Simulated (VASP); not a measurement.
Write the native input for VASP 6.6.1 that does the following.

| Quantity | Value |
| --- | --- |
| Task | single point |
| Functional | PBE |
| Potentials or basis | VASP PAW PBE potentials, release 64 (Ti_sv, Te, S) |
| Cutoff | 520 eV |
| k mesh | 12 × 12 × 6 |
| Occupations | gaussian, width 0.1 eV |
| Spin | no spin polarisation |
| Dipole correction | no |
| Further INCAR settings | ALGO = Normal; EDIFF = 1e-07; NBANDS = 26 |

The structure of Ti2TeS lies in POSCAR:

```
Ti2TeS
1.0
    3.4460475401      0.0000000000      0.0000000000
   -1.7230237701      2.9843647124      0.0000000000
    0.0000000000      0.0000000000      6.9695884967
Ti Te S
2 1 1
Direct
    0.0000000000      0.0000000000      0.7187792552
    0.0000000000      0.0000000000      0.2812207448
    0.3333333333      0.6666666667      0.0000000000
    0.6666666667      0.3333333333      0.5000000000
```

The input as run:

INCAR

```
PREC = Accurate
ENCUT = 520
EDIFF = 1E-7
ISMEAR = 0
SIGMA = 0.1
LREAL = False
LASPH = True
NELM = 100
ALGO = Normal
ISIF = 2
LWAVE = False
LCHARG = False
GGA = PE
NBANDS = 26
```

KPOINTS

```
Automatic mesh
0
Gamma
  12 12 6
```

Potentials or basis: VASP PAW PBE potentials, release 64 (Ti_sv, Te, S).

The run is started by

```sh
$ cat potpaw_PBE.64/Ti_sv/POTCAR potpaw_PBE.64/Te/POTCAR potpaw_PBE.64/S/POTCAR > POTCAR
$ mpirun -np 1 vasp_std > vasp.out
```

It gave:

```yaml
Pressure: 0.0 GPa
Largest_force: 0.005 eV/Å
Band_gap_on_the_k_mesh: zero (band 18 reaches 10.15 eV, above the bottom of band 19 at 9.62 eV)
```

Caveat: spin-orbit coupling is left out, which moves the levels of the heavy elements.

Run time: 76 s on 1 thread of Intel(R) Xeon(R) 6975P-C (Granite Rapids), on a shared host, peak memory 0.28 GiB.
